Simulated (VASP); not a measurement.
# CdS (I4/mmm) in VASP: single point with LDA

Aim: the single point of CdS with LDA.

Everything below comes from runs of VASP 6.6.1. Logs are shortened: lines on timing, memory, paths and dates and some standing lists are left out, and cuts for length are marked.

### Step 1. The cell of the first run

It takes space group I4/mmm (No. 139, tetragonal). Conventional cell: a = 4.010 Å, b = 4.010 Å, c = 5.506 Å, α = 90.00°, β = 90.00°, γ = 90.00°. Cd (site symmetry 4/mmm) has 6 S at 2.75 to 2.84 Å within 3.6 Å. Within 3.6 Å of S (site symmetry 4/mmm) lie 6 Cd at 2.75 to 2.84 Å.

### Step 2. Single point, LDA (strain +0.030 along x and y, +0.000 along z)

File INCAR:

```
PREC     = Accurate       # precision mode
ENCUT    = 520            # plane-wave cutoff, eV
EDIFF    = 1E-6           # SCF threshold, eV
ISMEAR   = 0              # smearing method
SIGMA    = 0.15           # smearing width, eV
LREAL    = False          # projectors in reciprocal space
LASPH    = True           # aspherical terms in the spheres
NELM     = 100            # most SCF steps
ALGO     = Normal         # electronic algorithm
ISIF     = 2              # what is computed and relaxed
LWAVE    = False          # write WAVECAR
LCHARG   = True           # write CHGCAR
LELF     = True           # ELF
LVHAR    = True         
NBANDS   = 16             # bands
```

File KPOINTS:

```
Automatic mesh
0
Gamma
  16 16 16
```

File POSCAR:

```
CdS
1.0
    0.0000000000      2.8358413200      2.7532440000
    2.8358413200      0.0000000000      2.7532440000
    2.8358413200      2.8358413200      0.0000000000
Cd S
1 1
Direct
    0.0000000000      0.0000000000      0.0000000000
    0.5000000000      0.5000000000      0.5000000000
```

Potentials or basis: VASP PAW LDA potentials, release 64 (Cd, S).

Started as:

```
$ cat potpaw_LDA.64/Cd/POTCAR potpaw_LDA.64/S/POTCAR > POTCAR
$ mpirun -np 1 vasp_std > vasp.out
```

OUTCAR:

```text
PREC = Accurate
   ENCUT = 520
   EDIFF = 1E-6
   ISMEAR = 0
   LREAL = False
   LASPH = True
   NELM = 100
   ISIF = 2

 ion  position               nearest neighbor table
   1  0.000  0.000  0.000-   2 2.75   2 2.75   2 2.84   2 2.84   2 2.84   2 2.84
   2  0.500  0.500  0.500-   1 2.75   1 2.75   1 2.84   1 2.84   1 2.84   1 2.84

  LATTYP: Found a body centered tetragonal cell.
 ALAT       =     4.0104852555
 C/A-ratio  =     1.3730228761

  Lattice vectors:

 A1 = (   0.0000000000,  -2.8358413200,  -2.7532440000)
 A2 = (   0.0000000000,   2.8358413200,  -2.7532440000)
 A3 = (   2.8358413200,   0.0000000000,   2.7532440000)

Analysis of symmetry for initial positions (statically):
=====================================================================
 Subroutine PRICEL returns:
 Original cell was already a primitive cell.

 Routine SETGRP: Setting up the symmetry group for a
 body centered tetragonal supercell.

 Subroutine GETGRP returns: Found 16 space group operations
 (whereof 16 operations were pure point group operations)
 out of a pool of 16 trial point group operations.

The static configuration has the point symmetry D_4h.

Analysis of symmetry for dynamics (positions and initial velocities):
=====================================================================
 Subroutine PRICEL returns:
 Original cell was already a primitive cell.

 Routine SETGRP: Setting up the symmetry group for a
 body centered tetragonal supercell.

 Subroutine GETGRP returns: Found 16 space group operations
 (whereof 16 operations were pure point group operations)
 out of a pool of 16 trial point group operations.

The dynamic configuration has the point symmetry D_4h.

 Subroutine INISYM returns: Found 16 space group operations
 (whereof 16 operations are pure point group operations),
 and found     1 'primitive' translations

----------------------------------------------------------------------------------------

                                     Primitive cell

  volume of cell :      44.2832

  direct lattice vectors                    reciprocal lattice vectors
     0.000000000  2.835841320  2.753244000    -0.176314520  0.176314520  0.181603955
     2.835841320  0.000000000  2.753244000     0.176314520 -0.176314520  0.181603955
     2.835841320  2.835841320  0.000000000     0.176314520  0.176314520 -0.181603955

  length of vectors
     3.952511672  3.952511672  4.010485255     0.308469798  0.308469798  0.308469798

  position of ions in fractional coordinates (direct lattice)
     0.000000000  0.000000000  0.000000000
     0.500000000  0.500000000  0.500000000

  ion indices of the primitive-cell ions
   primitive index   ion index
                 1           1
                 2           2

----------------------------------------------------------------------------------------

 KPOINTS: Automatic mesh

Automatic generation of k-mesh.
 Grid dimensions read from file:
 generate k-points for:   16   16   16

 Generating k-lattice:

  Cartesian coordinates                     Fractional coordinates (reciprocal lattice)
    -0.011019657  0.011019657  0.011350247     0.062500000  0.000000000  0.000000000
     0.011019657 -0.011019657  0.011350247     0.000000000  0.062500000  0.000000000
     0.011019657  0.011019657 -0.011350247     0.000000000  0.000000000  0.062500000

  Length of vectors
     0.019279362  0.019279362  0.019279362

  Shift w.r.t. Gamma in fractional coordinates (k-lattice)
     0.000000000  0.000000000  0.000000000

 Subroutine IBZKPT returns following result:
 ===========================================

 Found    349 irreducible k-points:

 Following reciprocal coordinates:
            Coordinates               Weight
  0.000000  0.000000  0.000000      1.000000
  0.062500 -0.000000  0.000000      8.000000
  0.125000 -0.000000  0.000000      8.000000
  0.187500 -0.000000  0.000000      8.000000
  0.250000 -0.000000  0.000000      8.000000
  0.312500  0.000000  0.000000      8.000000
[... 16 lines left out ...]
 -0.125000  0.062500  0.000000      8.000000
 -0.062500  0.062500  0.000000      4.000000
 [... further k-points ...]
   k-points           NKPTS =    349   k-points in BZ     NKDIM =    349   number of bands    NBANDS=     16
   number of dos      NEDOS =    301   number of ions     NIONS =      2
   total plane-waves  NPLWV =  27000
   dimension x,y,z NGX =    30 NGY =   30 NGZ =   30
   dimension x,y,z NGXF=    60 NGYF=   60 NGZF=   60
   ions per type =               1   1
   NGX,Y,Z   is equivalent  to a cutoff of  12.62, 12.62, 12.44 a.u.
   NGXF,Y,Z  is equivalent  to a cutoff of  25.24, 25.24, 24.87 a.u.
 SYSTEM =  unknown system
   PREC   = accura    normal or accurate (medium, high low for compatibility)
   ISTART =      0    job   : 0-new  1-cont  2-samecut
   ICHARG =      2    charge: 1-file 2-atom 10-const
   ISPIN  =      1    spin polarized calculation?
   LNONCOLLINEAR =      F non collinear calculations
   LSORBIT =      F    spin-orbit coupling
   LASPH  =      T    aspherical Exc in radial PAW
   ENCUT  =  520.0 eV  38.22 Ry    6.18 a.u.   7.35  7.35  7.46*2*pi/ulx,y,z
   NELM   =    100;   NELMIN=  2; NELMDL= -5     # of ELM steps
   EDIFF  = 0.1E-05   stopping-criterion for ELM
   LREAL  =      F    real-space projection
   EDIFFG = 0.1E-04   stopping-criterion for IOM
   NSW    =      0    number of steps for IOM
   IBRION =     -1    ionic relax: 0-MD 1-quasi-New 2-CG
   NFREE  =      0    steps in history (QN), initial steepest desc. (CG)
   ISIF   =      2    stress and relaxation
   ISYM   =      2    0-nonsym 1-usesym 2-fastsym
   POTIM  = 0.5000    time-step for ionic-motion
   TEBEG  =    0.0;   TEEND  =   0.0 temperature during run
   PSTRESS=    0.0 pullay stress
   NELECT =      18.0000    total number of electrons
   NUPDOWN=      -1.0000    fix difference up-down
   EMIN   =  10.00;   EMAX   =-10.00  energy-range for DOS
   EFERMI =   0.00;   METHOD = LEGACY
   ISMEAR =     0;   SIGMA  =   0.15  broadening in eV -4-tet -1-fermi 0-gaus
   EFERMI_NEDOS =   21; number of points for ismear=-14 and -15
   IALGO  =     38    algorithm
   IMIX   =      4    mixing-type and parameters
     AMIX     =   0.40;   BMIX     =  1.00
     AMIX_MAG =   1.60;   BMIX_MAG =  1.00
  volume/ion in A,a.u.               =      22.14       149.42
  Fermi-wavevector in a.u.,A,eV,Ry     =   1.212698  2.291668 20.009238  1.470637
  Thomas-Fermi vector in A             =   2.348174
   LORBIT       =      0    0 simple, 1 ext, 2 COOP (PROOUT), +10 PAW based schemes
   GGA     = CA    functional components
   LHFCALC =     F    Hartree Fock is set to
   AEXX    =    0.0000 exact exchange contribution
   IVDW    =     0    specifies the selected vdW correction
   LEPSILON=     F    determine dielectric tensor
   LRPA    =     F    only Hartree local field effects (RPA)
 non-spin polarized calculation
 Gauss-broadening in eV      SIGMA  =   0.15
  energy-cutoff  :      520.00
  volume of cell :       44.28
 maximum number of plane-waves:      1219
 NGX is ok and might be reduce to    30
   NGX = 15   NGY = 15   NGZ = 15

 number of electron      17.9999994 magnetization

 Free energy of the ion-electron system (eV)
  ---------------------------------------------------
  ext. energy  EPLUGINS =         0.00000000
  ---------------------------------------------------
  free energy    TOTEN  =        -7.06572132 eV

  energy without entropy =       -7.06408534  energy(sigma->0) =       -7.06490333

 E-fermi :   2.1765     XC(G=0): -10.3785

 val. band max:        2.1626465174   @ k =   0.4375   0.4375   0.0000
 cond. band min:       2.1893973673   @ k =   0.5000   0.4375   0.0000
 fundamental gap:      0.0267508498
 Fermi energy:         2.1765187026

 k-point     1 :       0.0000    0.0000    0.0000
  band No.  band energies     occupation
      1     -10.2805      2.00000
      2      -5.5128      2.00000
      3      -5.5128      2.00000
      4      -5.5070      2.00000
      5      -5.5016      2.00000
      6      -5.4793      2.00000
[... 8 lines left out ...]
     15      12.3832      0.00000
     16      13.1182      0.00000

 k-point     2 :       0.0625   -0.0000    0.0000
  band No.  band energies     occupation
      1     -10.2504      2.00000
      2      -5.5173      2.00000
      3      -5.5143      2.00000
      4      -5.5118      2.00000
      5      -5.5023      2.00000
      6      -5.4771      2.00000
[... 8 lines left out ...]
     15      12.2312      0.00000
     16      12.8413      0.00000

 k-point     3 :       0.1250   -0.0000    0.0000
  band No.  band energies     occupation
      1     -10.1624      2.00000
      2      -5.5453      2.00000
      3      -5.5382      2.00000
      4      -5.5160      2.00000
      5      -5.4844      2.00000
      6      -5.4657      2.00000
[... 8 lines left out ...]
     15      11.9907      0.00000
     16      12.5891      0.00000

 k-point     4 :       0.1875   -0.0000    0.0000
  band No.  band energies     occupation
      1     -10.0239      2.00000
      2      -5.5881      2.00000
      3      -5.5756      2.00000
      4      -5.5290      2.00000
      5      -5.4555      2.00000
      6      -5.4435      2.00000
[... 8 lines left out ...]
     15      12.1777      0.00000
     16      12.4589      0.00000

 k-point     5 :       0.2500   -0.0000    0.0000
  band No.  band energies     occupation
      1      -9.8483      2.00000
      2      -5.6381      2.00000
      3      -5.6191      2.00000
      4      -5.5522      2.00000
      5      -5.4209      2.00000
      6      -5.4152      2.00000
[... 8 lines left out ...]
     15      12.6599      0.00000
     16      12.6865      0.00000

 k-point     6 :       0.3125    0.0000    0.0000
  band No.  band energies     occupation
      1      -9.6563      2.00000
      2      -5.6877      2.00000
      3      -5.6619      2.00000
      4      -5.5857      2.00000
      5      -5.3861      2.00000
      6      -5.3858      2.00000
[... 8 lines left out ...]
     15      13.2270      0.00000
     16      13.2761      0.00000

 k-point     7 :       0.3750   -0.0000    0.0000
  band No.  band energies     occupation
      1      -9.4775      2.00000
      2      -5.7301      2.00000
      3      -5.6976      2.00000
      4      -5.6257      2.00000
      5      -5.3610      2.00000
      6      -5.3558      2.00000
[... 8 lines left out ...]
     15      13.8619      0.00000
     16      13.9745      0.00000

 k-point     8 :       0.4375   -0.0000    0.0000
  band No.  band energies     occupation
      1      -9.3476      2.00000
      2      -5.7591      2.00000
      3      -5.7211      2.00000
      4      -5.6603      2.00000
      5      -5.3441      2.00000
      6      -5.3356      2.00000
[... 8 lines left out ...]
     15      14.4550      0.00000
     16      14.6400      0.00000

 k-point     9 :       0.5000   -0.0000    0.0000
  band No.  band energies     occupation
      1      -9.2997      2.00000
      2      -5.7697      2.00000
      3      -5.7294      2.00000
      4      -5.6742      2.00000
      5      -5.3382      2.00000
      6      -5.3285      2.00000
[... 8 lines left out ...]
     15      14.7243      0.00000
     16      14.9622      0.00000
[... 172 lines left out ...]
 k-point    19 :      -0.3750    0.0625    0.0000
  band No.  band energies     occupation
      1      -9.4356      2.00000
      2      -5.7089      2.00000
      3      -5.6955      2.00000
      4      -5.6277      2.00000
      5      -5.3573      2.00000
      6      -5.3440      2.00000
[... 8 lines left out ...]
     15      13.7678      0.00000
     16      14.6605      0.00000

 k-point    20 :      -0.3125    0.0625    0.0000
  band No.  band energies     occupation
      1      -9.5982      2.00000
      2      -5.6823      2.00000
      3      -5.6617      2.00000
      4      -5.5883      2.00000
      5      -5.3880      2.00000
      6      -5.3615      2.00000
[... 8 lines left out ...]
     15      13.0263      0.00000
     16      14.0746      0.00000

 k-point    21 :      -0.2500    0.0625    0.0000
  band No.  band energies     occupation
      1      -9.7830      2.00000
      2      -5.6452      2.00000
      3      -5.6200      2.00000
      4      -5.5566      2.00000
      5      -5.4232      2.00000
      6      -5.3863      2.00000
[... 8 lines left out ...]
     15      12.8255      0.00000
     16      13.4863      0.00000

 k-point    22 :      -0.1875    0.0625    0.0000
  band No.  band energies     occupation
      1      -9.9597      2.00000
      2      -5.6029      2.00000
      3      -5.5768      2.00000
      4      -5.5358      2.00000
      5      -5.4574      2.00000
      6      -5.4142      2.00000
[... 8 lines left out ...]
     15      12.9080      0.00000
     16      13.0564      0.00000

 k-point    23 :      -0.1250    0.0625    0.0000
  band No.  band energies     occupation
      1     -10.1056      2.00000
      2      -5.5618      2.00000
      3      -5.5400      2.00000
      4      -5.5240      2.00000
      5      -5.4855      2.00000
      6      -5.4411      2.00000
[... 8 lines left out ...]
     15      12.6100      0.00000
     16      13.2550      0.00000

 k-point    24 :      -0.0625    0.0625    0.0000
  band No.  band energies     occupation
      1     -10.2054      2.00000
      2      -5.5291      2.00000
      3      -5.5180      2.00000
      4      -5.5173      2.00000
      5      -5.5027      2.00000
      6      -5.4631      2.00000
[... 8 lines left out ...]
     15      12.3740      0.00000
     16      13.3291      0.00000

 [... further k-points ...]
[... 5 lines left out ...]
  --------------------------------------------------------------------------------------
  -------------------------------------------------------------------------------------
  Total       -2.6620712     -2.6620712     -2.4063136      0.0000000      0.0000000     -0.0000000
  in kB      -96.3145050    -96.3145050    -87.0611229      0.0000000      0.0000000     -0.0000000
  external PRESSURE =     -93.2300443 kB  Pullay stress =       0.0000000 kB

 VOLUME and BASIS-vectors are now :
 -----------------------------------------------------------------------------
  energy-cutoff  :      520.00
  volume of cell :       44.28
      direct lattice vectors                 reciprocal lattice vectors
     0.000000000  2.835841320  2.753244000    -0.176314520  0.176314520  0.181603955
     2.835841320  0.000000000  2.753244000     0.176314520 -0.176314520  0.181603955
     2.835841320  2.835841320  0.000000000     0.176314520  0.176314520 -0.181603955

 POSITION                                       TOTAL-FORCE (eV/Angst)
 -----------------------------------------------------------------------------------
      0.00000      0.00000      0.00000        -0.000000     -0.000000      0.000000
      2.83584      2.83584      2.75324         0.000000      0.000000      0.000000
 -----------------------------------------------------------------------------------
    total drift:                               -0.000000      0.000000      0.000000

  FREE ENERGIE OF THE ION-ELECTRON SYSTEM (eV)
  ---------------------------------------------------
  free  energy   TOTEN  =        -7.0657213223 eV

  energy  without entropy=       -7.0640853425  energy(sigma->0) =       -7.06490333
```

Wall time 6.2 min (1 thread of AMD EPYC 7R13 (Zen 3), shared host); peak memory 0.31 GiB.

Results:

```yaml
Free_energy: -7.0657 eV
Pressure: -9.3 GPa
Band_gap_on_the_k_mesh: zero (band 9 reaches 2.06 eV, above the bottom of band 10 at 1.93 eV)
```

Caveat: the cell differs from its parent crystal (strain +0.030 along x and y, +0.000 along z).
